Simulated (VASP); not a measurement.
# AlN (P6_3mc) in VASP: a series of runs

AlN is run at these levels: PBE; tasks: single point.

Everything below comes from runs of VASP 6.6.1. Logs are shortened: lines on timing, memory, paths and dates and some standing lists are left out, and cuts for length are marked.

## Step 1: The cell of the first run

The structure is hexagonal, space group P6_3mc (No. 186). Conventional cell: a = 3.158 Å, b = 3.158 Å, c = 4.903 Å, α = 90.00°, β = 90.00°, γ = 120.00°. Within 2.5 Å of Al (site symmetry 3m) lie 4 N at 1.89 to 1.91 Å. N (site symmetry 3m) has 4 Al at 1.89 to 1.91 Å within 2.5 Å.

## Step 2: Single point, PBE (strain +0.015 along x and y, -0.015 along z)

Contents of INCAR:

```
SYSTEM = AlN
PREC = Accurate
ENCUT = 520
EDIFF = 1E-6
ISMEAR = 0
SIGMA = 0.05
LREAL = .False.
LASPH = .True.
NELM = 100
ALGO = Normal
ISIF = 2
LWAVE = .False.
LCHARG = .False.
GGA = PE
NBANDS = 16
```

Contents of KPOINTS:

```
regular mesh
0
Gamma
  12 12 6
  0 0 0
```

Contents of POSCAR:

```
AlN
1.0
    3.1576671839      0.0000000000      0.0000000000
   -1.5788335919      2.7346199979      0.0000000000
    0.0000000000      0.0000000000      4.9033300000
Al N
2 2
Direct
    0.3333333333      0.6666666667      0.0000000000
    0.6666666667      0.3333333333      0.5000000000
    0.3333333333      0.6666666667      0.3850000000
    0.6666666667      0.3333333333      0.8850000000
```

Potentials or basis: VASP PAW PBE potentials, release 64 (Al, N).

Run with:

```sh
> cat potpaw_PBE.64/Al/POTCAR potpaw_PBE.64/N/POTCAR > POTCAR
> mpirun -np 1 vasp_std > vasp.out
```

OUTCAR:

```text
SYSTEM = AlN
   PREC = Accurate
   ENCUT = 520
   EDIFF = 1E-6
   ISMEAR = 0
   LREAL = .False.
   LASPH = .True.
   NELM = 100
   ISIF = 2
   GGA = PE

 ion  position               nearest neighbor table
   1  0.333  0.667  0.000-   3 1.89   4 1.91   4 1.91   4 1.91   2 3.06   2 3.06   2 3.06   2 3.06
                             2 3.06   2 3.06
   2  0.667  0.333  0.500-   4 1.89   3 1.91   3 1.91   3 1.91   1 3.06   1 3.06   1 3.06   1 3.06
                             1 3.06   1 3.06
   3  0.333  0.667  0.385-   1 1.89   2 1.91   2 1.91   2 1.91
   4  0.667  0.333  0.885-   2 1.89   1 1.91   1 1.91   1 1.91

  LATTYP: Found a hexagonal cell.
 ALAT       =     3.1576671839
 C/A-ratio  =     1.5528330614

  Lattice vectors:

 A1 = (   3.1576671839,   0.0000000000,   0.0000000000)
 A2 = (  -1.5788335919,   2.7346199979,   0.0000000000)
 A3 = (   0.0000000000,   0.0000000000,   4.9033300000)

Analysis of symmetry for initial positions (statically):
=====================================================================
 Subroutine PRICEL returns:
 Original cell was already a primitive cell.

 Routine SETGRP: Setting up the symmetry group for a
 hexagonal supercell.

 Subroutine GETGRP returns: Found 12 space group operations
 (whereof  6 operations were pure point group operations)
 out of a pool of 24 trial point group operations.

The static configuration has the point symmetry C_3v.
 The point group associated with its full space group is C_6v.

Analysis of symmetry for dynamics (positions and initial velocities):
=====================================================================
 Subroutine PRICEL returns:
 Original cell was already a primitive cell.

 Routine SETGRP: Setting up the symmetry group for a
 hexagonal supercell.

 Subroutine GETGRP returns: Found 12 space group operations
 (whereof  6 operations were pure point group operations)
 out of a pool of 24 trial point group operations.

The dynamic configuration has the point symmetry C_3v.
 The point group associated with its full space group is C_6v.

 Subroutine INISYM returns: Found 12 space group operations
 (whereof  6 operations are pure point group operations),
 and found     1 'primitive' translations

----------------------------------------------------------------------------------------

                                     Primitive cell

  volume of cell :      42.3404

  direct lattice vectors                    reciprocal lattice vectors
     3.157667184  0.000000000  0.000000000     0.316689487  0.182840760  0.000000000
    -1.578833592  2.734619998  0.000000000     0.000000000  0.365681521  0.000000000
     0.000000000  0.000000000  4.903330000     0.000000000  0.000000000  0.203943035

  length of vectors
     3.157667184  3.157667184  4.903330000     0.365681521  0.365681521  0.203943035

  position of ions in fractional coordinates (direct lattice)
     0.333333333  0.666666667  0.000000000
     0.666666667  0.333333333  0.500000000
     0.333333333  0.666666667  0.385000000
     0.666666667  0.333333333  0.885000000

  ion indices of the primitive-cell ions
   primitive index   ion index
                 1           1
                 2           2
                 3           3
                 4           4

----------------------------------------------------------------------------------------

 KPOINTS: regular mesh

Automatic generation of k-mesh.
 Grid dimensions read from file:
 generate k-points for:   12   12    6

 Generating k-lattice:

  Cartesian coordinates                     Fractional coordinates (reciprocal lattice)
     0.026390791  0.015236730  0.000000000     0.083333333  0.000000000  0.000000000
     0.000000000  0.030473460  0.000000000     0.000000000  0.083333333  0.000000000
     0.000000000  0.000000000  0.033990506     0.000000000  0.000000000  0.166666667

  Length of vectors
     0.030473460  0.030473460  0.033990506

  Shift w.r.t. Gamma in fractional coordinates (k-lattice)
     0.000000000  0.000000000  0.000000000

 Subroutine IBZKPT returns following result:
 ===========================================

 Found     76 irreducible k-points:

 Following reciprocal coordinates:
            Coordinates               Weight
  0.000000  0.000000  0.000000      1.000000
  0.083333  0.000000  0.000000      6.000000
  0.166667 -0.000000  0.000000      6.000000
  0.250000 -0.000000  0.000000      6.000000
  0.333333 -0.000000  0.000000      6.000000
  0.416667  0.000000  0.000000      6.000000
[... 16 lines left out ...]
  0.250000 -0.000000  0.166667     12.000000
  0.333333 -0.000000  0.166667     12.000000
 [... further k-points ...]
   k-points           NKPTS =     76   k-points in BZ     NKDIM =     76   number of bands    NBANDS=     16
   number of dos      NEDOS =    301   number of ions     NIONS =      4
   total plane-waves  NPLWV =  20736
   dimension x,y,z NGX =    24 NGY =   24 NGZ =   36
   dimension x,y,z NGXF=    48 NGYF=   48 NGZF=   72
   ions per type =               2   2
   NGX,Y,Z   is equivalent  to a cutoff of  12.64, 12.64, 12.21 a.u.
   NGXF,Y,Z  is equivalent  to a cutoff of  25.27, 25.27, 24.41 a.u.
 SYSTEM =  AlN
   PREC   = accura    normal or accurate (medium, high low for compatibility)
   ISTART =      0    job   : 0-new  1-cont  2-samecut
   ICHARG =      2    charge: 1-file 2-atom 10-const
   ISPIN  =      1    spin polarized calculation?
   LNONCOLLINEAR =      F non collinear calculations
   LSORBIT =      F    spin-orbit coupling
   LASPH  =      T    aspherical Exc in radial PAW
   ENCUT  =  520.0 eV  38.22 Ry    6.18 a.u.   5.87  5.87  9.12*2*pi/ulx,y,z
   NELM   =    100;   NELMIN=  2; NELMDL= -5     # of ELM steps
   EDIFF  = 0.1E-05   stopping-criterion for ELM
   LREAL  =      F    real-space projection
   EDIFFG = 0.1E-04   stopping-criterion for IOM
   NSW    =      0    number of steps for IOM
   IBRION =     -1    ionic relax: 0-MD 1-quasi-New 2-CG
   NFREE  =      0    steps in history (QN), initial steepest desc. (CG)
   ISIF   =      2    stress and relaxation
   ISYM   =      2    0-nonsym 1-usesym 2-fastsym
   POTIM  = 0.5000    time-step for ionic-motion
   TEBEG  =    0.0;   TEEND  =   0.0 temperature during run
   PSTRESS=    0.0 pullay stress
   NELECT =      16.0000    total number of electrons
   NUPDOWN=      -1.0000    fix difference up-down
   EMIN   =  10.00;   EMAX   =-10.00  energy-range for DOS
   EFERMI =   0.00;   METHOD = LEGACY
   ISMEAR =     0;   SIGMA  =   0.05  broadening in eV -4-tet -1-fermi 0-gaus
   EFERMI_NEDOS =   21; number of points for ismear=-14 and -15
   IALGO  =     38    algorithm
   IMIX   =      4    mixing-type and parameters
     AMIX     =   0.40;   BMIX     =  1.00
     AMIX_MAG =   1.60;   BMIX_MAG =  1.00
  volume/ion in A,a.u.               =      10.59        71.43
  Fermi-wavevector in a.u.,A,eV,Ry     =   1.183577  2.236637 19.059796  1.400856
  Thomas-Fermi vector in A             =   2.319809
   LORBIT       =      0    0 simple, 1 ext, 2 COOP (PROOUT), +10 PAW based schemes
   GGA     = PE    functional components
   LHFCALC =     F    Hartree Fock is set to
   AEXX    =    0.0000 exact exchange contribution
   IVDW    =     0    specifies the selected vdW correction
   LEPSILON=     F    determine dielectric tensor
   LRPA    =     F    only Hartree local field effects (RPA)
 non-spin polarized calculation
 Gauss-broadening in eV      SIGMA  =   0.05
  energy-cutoff  :      520.00
  volume of cell :       42.34
 maximum number of plane-waves:      1164
 NGX is ok and might be reduce to    24
   NGX = 11   NGY = 11   NGZ = 19

 number of electron      16.0000000 magnetization

 Free energy of the ion-electron system (eV)
  ---------------------------------------------------
  ext. energy  EPLUGINS =         0.00000000
  ---------------------------------------------------
  free energy    TOTEN  =       -29.75460668 eV

  energy without entropy =      -29.75460668  energy(sigma->0) =      -29.75460668

 E-fermi :   6.3802     XC(G=0): -10.8504

 val. band max:        6.1680390693   @ k =   0.0000   0.0000   0.0000
 cond. band min:      10.1271230657   @ k =   0.0000   0.0000   0.0000
 fundamental gap:      3.9590839964
 Fermi energy:         6.3801627465

 k-point     1 :       0.0000    0.0000    0.0000
  band No.  band energies     occupation
      1      -9.0846      2.00000
      2      -6.8504      2.00000
      3       0.1935      2.00000
      4       5.0293      2.00000
      5       5.0293      2.00000
      6       5.7660      2.00000
[... 8 lines left out ...]
     15      18.8689      0.00000
     16      19.6531      0.00000

 k-point     2 :       0.0833    0.0000    0.0000
  band No.  band energies     occupation
      1      -8.9998      2.00000
      2      -6.8065      2.00000
      3       0.2945      2.00000
      4       4.6317      2.00000
      5       4.9140      2.00000
      6       5.3623      2.00000
[... 8 lines left out ...]
     15      18.9655      0.00000
     16      19.1796      0.00000

 k-point     3 :       0.1667   -0.0000    0.0000
  band No.  band energies     occupation
      1      -8.7523      2.00000
      2      -6.6877      2.00000
      3       0.5924      2.00000
      4       3.6648      2.00000
      5       4.5157      2.00000
      6       4.6428      2.00000
[... 8 lines left out ...]
     15      18.3362      0.00000
     16      18.6099      0.00000

 k-point     4 :       0.2500   -0.0000    0.0000
  band No.  band energies     occupation
      1      -8.3670      2.00000
      2      -6.5361      2.00000
      3       1.0692      2.00000
      4       2.5404      2.00000
      5       3.5954      2.00000
      6       4.3318      2.00000
[... 8 lines left out ...]
     15      18.1424      0.00000
     16      18.9265      0.00000
[... 324 lines left out ...]
 k-point    22 :       0.1667   -0.0000    0.1667
  band No.  band energies     occupation
      1      -8.6471      2.00000
      2      -6.8794      2.00000
      3       0.8858      2.00000
      4       3.7523      2.00000
      5       4.2802      2.00000
      6       4.7054      2.00000
[... 8 lines left out ...]
     15      18.3712      0.00000
     16      18.7026      0.00000

 k-point    23 :       0.2500   -0.0000    0.1667
  band No.  band energies     occupation
      1      -8.2693      2.00000
      2      -6.6953      2.00000
      3       1.1805      2.00000
      4       2.7395      2.00000
      5       3.4076      2.00000
      6       4.4038      2.00000
[... 8 lines left out ...]
     15      18.3204      0.00000
     16      19.0391      0.00000

 k-point    24 :       0.3333   -0.0000    0.1667
  band No.  band energies     occupation
      1      -7.8088      2.00000
      2      -6.5363      2.00000
      3       1.1338      2.00000
      4       2.1553      2.00000
      5       2.7762      2.00000
      6       4.1408      2.00000
[... 8 lines left out ...]
     15      18.4075      0.00000
     16      19.9922      0.00000

 [... further k-points ...]
[... 5 lines left out ...]
  --------------------------------------------------------------------------------------
  -------------------------------------------------------------------------------------
  Total       -0.7279900     -0.7279900      1.9091787     -0.0000000     -0.0000000      0.0000000
  in kB      -27.5474575    -27.5474575     72.2441513     -0.0000000     -0.0000000      0.0000000
  external PRESSURE =       5.7164121 kB  Pullay stress =       0.0000000 kB

 VOLUME and BASIS-vectors are now :
 -----------------------------------------------------------------------------
  energy-cutoff  :      520.00
  volume of cell :       42.34
      direct lattice vectors                 reciprocal lattice vectors
     3.157667184  0.000000000  0.000000000     0.316689487  0.182840760  0.000000000
    -1.578833592  2.734619998  0.000000000     0.000000000  0.365681521  0.000000000
     0.000000000  0.000000000  4.903330000     0.000000000  0.000000000  0.203943035

 POSITION                                       TOTAL-FORCE (eV/Angst)
 -----------------------------------------------------------------------------------
     -0.00000      1.82308      0.00000         0.000000     -0.000000     -0.174821
      1.57883      0.91154      2.45167        -0.000000      0.000000     -0.174821
     -0.00000      1.82308      1.88778        -0.000000      0.000000      0.174821
      1.57883      0.91154      4.33945         0.000000      0.000000      0.174821
 -----------------------------------------------------------------------------------
    total drift:                               -0.000000      0.000000      0.001634

  FREE ENERGIE OF THE ION-ELECTRON SYSTEM (eV)
  ---------------------------------------------------
  free  energy   TOTEN  =       -29.7546066761 eV

  energy  without entropy=      -29.7546066761  energy(sigma->0) =      -29.75460668
```

Wall time 58 s (1 thread of Intel Xeon 8259CL, shared host); peak memory 0.17 GiB.

Results:

```
Free energy            : -29.7546 eV
Pressure               : 0.6 GPa
Largest force          : 0.175 eV/Å
Band gap on the k mesh : 3.96 eV, direct
```

Forces on the atoms (eV/Å):
```
Al   0.000  0.000 -0.175
Al   0.000  0.000 -0.175
N    0.000  0.000  0.175
N    0.000  0.000  0.175
```

Stress tensor (GPa, compression positive):
```
-2.75  0.00  0.00
 0.00 -2.75  0.00
 0.00  0.00  7.22
```

Levels at points of the mesh, in eV from the valence-band top:
```tsv
k point	band 6	band 7	band 8	band 9	band 10	band 11
(0.00, 0.00, 0.00)	-0.40	-0.40	0.00	3.96	6.12	10.55
(0.50, 0.00, 0.00)	-2.35	-1.87	-0.82	5.48	5.85	7.91
(0.00, 0.00, 0.50)	-0.78	-0.78	-0.78	6.11	6.11	10.21
(0.50, 0.00, 0.50)	-1.67	-1.39	-1.39	5.22	5.22	9.07
```

Caveat: the cell differs from its parent crystal (strain +0.015 along x and y, -0.015 along z). A k mesh can miss the band edges.

## Step 3: Single point, PBE (strain +0.030 along x and y, -0.030 along z)

Contents of INCAR:

```
PREC = Accurate
ENCUT = 520
EDIFF = 1E-6
ISMEAR = 0
SIGMA = 0.05
LREAL = F
LASPH = T
NELM = 100
ALGO = Normal
ISIF = 2
LWAVE = F
LCHARG = F
GGA = PE
NBANDS = 16
```

Contents of KPOINTS:

```
Automatic mesh
0
Gamma
  12 12 6
```

Contents of POSCAR:

```
AlN
1.0
    3.2043322161      0.0000000000      0.0000000000
   -1.6021661081      2.7750331013      0.0000000000
    0.0000000000      0.0000000000      4.8286600000
Al N
2 2
Direct
    0.3333333333      0.6666666667      0.0000000000
    0.6666666667      0.3333333333      0.5000000000
    0.3333333333      0.6666666667      0.3850000000
    0.6666666667      0.3333333333      0.8850000000
```

Potentials or basis: VASP PAW PBE potentials, release 64 (Al, N).

Run with:

```sh
> cat potpaw_PBE.64/Al/POTCAR potpaw_PBE.64/N/POTCAR > POTCAR
> mpirun -np 1 vasp_std > vasp.out
```

It took 53 s on 1 thread of Intel Xeon 8259CL, shared host; peak memory 0.17 GiB.

The run converged. Its results:

- Free energy: -29.6692 eV
- Pressure: -1.9 GPa
- Largest force: 0.572 eV/Å
- Band gap on the k mesh: 3.76 eV, direct

Forces on the atoms (eV/Å):
```
Al   0.000  0.000 -0.572
Al   0.000  0.000 -0.572
N    0.000  0.000  0.572
N    0.000  0.000  0.572
```

Stress tensor (GPa, compression positive):
```
-8.91  0.00  0.00
 0.00 -8.91  0.00
 0.00  0.00 12.18
```

Levels at points of the mesh, in eV from the valence-band top:
| k point | band 6 | band 7 | band 8 | band 9 | band 10 | band 11 |
| --- | --- | --- | --- | --- | --- | --- |
| (0.00, 0.00, 0.00) | -0.48 | -0.48 | 0.00 | 3.76 | 5.68 | 10.20 |
| (0.50, 0.00, 0.00) | -2.50 | -1.91 | -0.84 | 5.21 | 5.95 | 7.72 |
| (0.00, 0.00, 0.50) | -0.91 | -0.91 | -0.91 | 5.81 | 5.81 | 10.16 |
| (0.50, 0.00, 0.50) | -1.77 | -1.36 | -1.36 | 5.17 | 5.17 | 9.01 |

Caveat: the cell differs from its parent crystal (strain +0.030 along x and y, -0.030 along z).

(Continued in part 2 of 3.)
